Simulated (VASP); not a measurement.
Wanted: the native input for a VASP 6.6.1 run.

* Task: single point
* Functional: RPBE
* Potentials or basis: VASP PAW PBE potentials, release 64 (Bi_d)
* Cutoff: 500 eV
* k mesh: 9 × 9 × 9
* Occupations: fermi-dirac, width 0.05 eV
* Spin: non-collinear spin, zero start, spin-orbit coupling
* Starting moments: [[0.0, 0.0, 0.0]] μB
* Dipole correction: no
* Further INCAR settings: ALGO = Normal; EDIFF = 1e-06; NBANDS = 26

The structure of Bi lies in POSCAR:

```
Bi
1.0
   -1.9814305300      1.9814305300      1.9814305300
    1.9814305300     -1.9814305300      1.9814305300
    1.9814305300      1.9814305300     -1.9814305300
Bi
1
Direct
    0.0000000000      0.0000000000      0.0000000000
```

This isn't the form of Bi at room conditions, which is rhombohedral.

These files were run (other wordings do the same):

INCAR

```
PREC = Accurate
ENCUT = 500
EDIFF = 1E-6
ISMEAR = -1
SIGMA = 0.05
LREAL = F
LASPH = T
NELM = 200
ALGO = Normal
ISIF = 2
LWAVE = F
LCHARG = F
MAGMOM = 0 0 0
LORBIT = 11
LSORBIT = T
GGA_COMPAT = F
LORBMOM = T
GGA = RP
NBANDS = 26
```

KPOINTS

```
Automatic mesh
0
Gamma
  9 9 9
```

Potentials or basis: VASP PAW PBE potentials, release 64 (Bi_d).

Run with:

```sh
$ cat potpaw_PBE.64/Bi_d/POTCAR > POTCAR
$ mpirun -np 1 vasp_ncl > vasp.out
```

Results of the run:

```yaml
Pressure: 3.6 GPa
Net_moment: 0.00 μB per cell
Valence_electrons_inside_the_program's_atomic_spheres: Bi 12.75
```

Caveat: the cell stands under pressure; the PAW data sets were made with another functional, which shifts forces and pressure a little.

Run time: 63 s on 1 thread of Intel(R) Xeon(R) Platinum 8488C (Sapphire Rapids) (shared host), peak memory 0.25 GiB.
